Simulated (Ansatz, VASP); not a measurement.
# MnSi in VASP and in Ansatz

```
CELL_PARAMETERS angstrom
4.51757 0.00000 0.00000
0.00000 4.51757 0.00000
0.00000 0.00000 4.51757
ATOMIC_POSITIONS crystal
Mn 0.13644 0.13644 0.13644
Mn 0.36356 0.86356 0.63644
Mn 0.63644 0.36356 0.86356
Mn 0.86356 0.63644 0.36356
Si 0.84529 0.84529 0.84529
Si 0.65471 0.15471 0.34529
Si 0.34529 0.65471 0.15471
Si 0.15471 0.34529 0.65471
```

Alike in both runs: functional PBE; k mesh 8 × 8 × 8; occupations gaussian, width 0.1 eV; collinear spin.

Ansatz relaxed the structure, and its values are those at the end. VASP's run is a single point on that final structure, the one shown.

```csv
,VASP,Ansatz
version,VASP 6.6.1,Ansatz 0.2.0
potentials or method,"VASP PAW PBE potentials, release 64 (Mn_pv, Si), cutoff 520 eV","scalar-relativistic, plane waves, PAW"
valence electrons in the cell,68,76
```

Ansatz gave:

* gap on the k mesh at the Fermi level (eV): none
* pressure (GPa): 0.0
* rms of the force components (eV/Å): 0.006
* net moment per atom (μB): 0.49
* size of the moment on the site where the two differ most (μB): 0.99

Question: Estimate VASP's values.

Answer: gap on the k mesh at the Fermi level (eV): none; pressure (GPa): 0.0; rms of the force components (eV/Å): 0.008; net moment per atom (μB): 0.49; size of the moment on the site where the two differ most (μB): 1.04.

Site moments also hang on the region over which each program counts them. A gap of «none» marks a metal or a gap that the smearing closes. The functional is the same, so the differences come from potentials, cutoffs and numerics. VASP's potentials hold 68 valence electrons a cell and Ansatz's 76, so a difference there can come from the potentials and not from the codes.
